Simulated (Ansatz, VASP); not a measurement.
**HfO2: VASP beside Ansatz**

```xyz
6
Lattice="3.6043 0.0000 0.0000 0.0000 3.6043 0.0000 0.0000 0.0000 5.8562" Properties=species:S:1:pos:R:3 pbc="T T T"
Hf    1.8022    1.8022    2.9281
Hf    0.0000    0.0000    0.0000
O     0.0000    1.8022    4.0598
O     1.8022    0.0000    4.7244
O     1.8022    0.0000    1.7964
O     0.0000    1.8022    1.1317
```

Alike in both runs: task single point; functional PBE; k mesh 6 × 6 × 4; occupations gaussian, width 0.05 eV; no spin polarisation.

```csv
,VASP,Ansatz
version,VASP 6.6.1,Ansatz 0.2.0
potentials or method,"VASP PAW PBE potentials, release 64 (Hf_pv, O)","scalar-relativistic, plane waves, PAW"
plane-wave cutoff (eV),520,1380
valence electrons in the cell,44,48
```

Ansatz gave:

| Item | Value |
| --- | --- |
| gap on the k mesh at the Fermi level (eV) | 3.98 |
| pressure (GPa) | -19.8 |
| traceless stress, the component that is largest in VASP (GPa) | -16.88 |
| rms of the force components (eV/Å) | 0.576 |

Task: What did VASP give for the same quantities?

Result: gap on the k mesh at the Fermi level (eV): 3.96; pressure (GPa): -20.3; traceless stress, the component that is largest in VASP (GPa): -16.84; rms of the force components (eV/Å): 0.587.

Atom by atom the forces differ by 0.011 eV/Å (rms over components). VASP's potentials hold 44 valence electrons a cell and Ansatz's 48, so a difference there can come from the potentials and not from the codes. Ansatz's warnings: radial quadrature taken.

Spin-orbit coupling is off throughout.
